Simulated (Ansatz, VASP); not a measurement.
## Two plane-wave programs on Hf4C

```xyz
10
Lattice="5.7831 0.0000 0.0000 0.0000 5.7831 0.0000 0.0000 0.0000 5.7831" Properties=species:S:1:pos:R:3 pbc="T T T"
Hf    1.4458    1.4458    1.4458
Hf    4.3373    4.3373    1.4458
Hf    4.3373    1.4458    4.3373
Hf    1.4458    4.3373    4.3373
Hf    1.4458    1.4458    4.3373
Hf    4.3373    4.3373    4.3373
Hf    1.4458    4.3373    1.4458
Hf    4.3373    1.4458    1.4458
C     2.8916    2.8916    2.8916
C     0.0000    0.0000    0.0000
```

Alike in both runs: functional PBE; k mesh 3 × 3 × 3; occupations gaussian, width 0.2 eV; no spin polarisation.

Ansatz relaxed the structure, and its values are those at the end. VASP's run is a single point on that final structure, the one shown.

|  | VASP | Ansatz |
| --- | --- | --- |
| version | VASP 6.6.1 | Ansatz 0.2.0 |
| potentials or method | VASP PAW PBE potentials, release 64 (Hf_pv, C), cutoff 600 eV | scalar-relativistic, plane waves, PAW |
| valence electrons in the cell | 88 | 216 |

Ansatz gave:

* gap on the k mesh at the Fermi level (eV): none
* pressure (GPa): 0.1

Task: Which values does VASP return?

Result: gap on the k mesh at the Fermi level (eV): none; pressure (GPa): -0.5.

A gap of «none» marks a metal or a gap that the smearing closes. VASP's potentials hold 88 valence electrons a cell and Ansatz's 216, so a difference there can come from the potentials and not from the codes.

The k mesh is coarse, so the values compare programs but aren't converged. Spin-orbit coupling is off throughout.
